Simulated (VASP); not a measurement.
Write the native input for VASP 6.6.1 that does the following.

- Task: single point
- Functional: r2SCAN
- Potentials or basis: VASP PAW PBE potentials, release 64 (Rb_sv)
- Cutoff: 520 eV
- k mesh: 8 × 8 × 8
- Occupations: gaussian, width 0.1 eV
- Spin: no spin polarisation
- Dipole correction: no
- Further INCAR settings: ALGO = Normal; EDIFF = 1e-06; NBANDS = 16

Rb:

```
CELL_PARAMETERS angstrom
5.99766 0.00000 0.00000
0.00000 5.99766 0.00000
0.00000 0.00000 5.41254
ATOMIC_POSITIONS crystal
Rb 0.00000 0.00000 0.00000
Rb 0.50000 0.50000 0.50000
```

This cell differs from its parent crystal: biaxial strain in the a-b plane: +1.5 %, then relaxed in part.

The input as run:

POSCAR

```
Rb
1.0
    5.9976590788      0.0000000000      0.0000000000
    0.0000000000      5.9976590788      0.0000000000
    0.0000000000      0.0000000000      5.4125351775
Rb
2
Direct
    0.0000000000      0.0000000000      0.0000000000
    0.5000000000      0.5000000000      0.5000000000
```

INCAR.step1

```
SYSTEM = Rb
PREC = Accurate
ENCUT = 520
ISMEAR = 0
SIGMA = 0.1
LREAL = .False.
LASPH = .True.
NELM = 60
NBANDS = 16
GGA = PE
ALGO = Normal
EDIFF = 1E-4
LWAVE = .True.
LCHARG = .False.
```

INCAR.step2

```
SYSTEM = Rb
PREC = Accurate
ENCUT = 520
EDIFF = 1E-6
ISMEAR = 0
SIGMA = 0.1
LREAL = .False.
LASPH = .True.
NELM = 60
ALGO = Normal
ISIF = 2
LWAVE = .False.
LCHARG = .True.
METAGGA = R2SCAN
LMIXTAU = .True.
LELF = .True.
LVHAR = .True.
NBANDS = 16
ISTART = 1
```

KPOINTS

```
regular mesh
0
Gamma
  8 8 8
  0 0 0
```

Potentials or basis: VASP PAW PBE potentials, release 64 (Rb_sv).

Launch:

```bash
$ cat potpaw_PBE.64/Rb_sv/POTCAR > POTCAR
$ cp INCAR.step1 INCAR
$ mpirun -np 1 vasp_std > vasp.out
$ cp INCAR.step2 INCAR
$ mpirun -np 1 vasp_std > vasp.out
```

Results of the run:

```json
{
 "Pressure": "-0.1 GPa",
 "Band gap on the k mesh": "zero (bands 9 and 10 overlap by 2.02 eV)"
}
```

Caveat: the cell differs from its parent crystal (biaxial strain in the a-b plane: +1.5 %, then relaxed in part); the PAW data sets were made with another functional, which shifts forces and pressure a little.

It took 5.9 min on 1 thread of Intel(R) Xeon(R) 6975P-C (Granite Rapids) (shared host), peak memory 0.44 GiB.
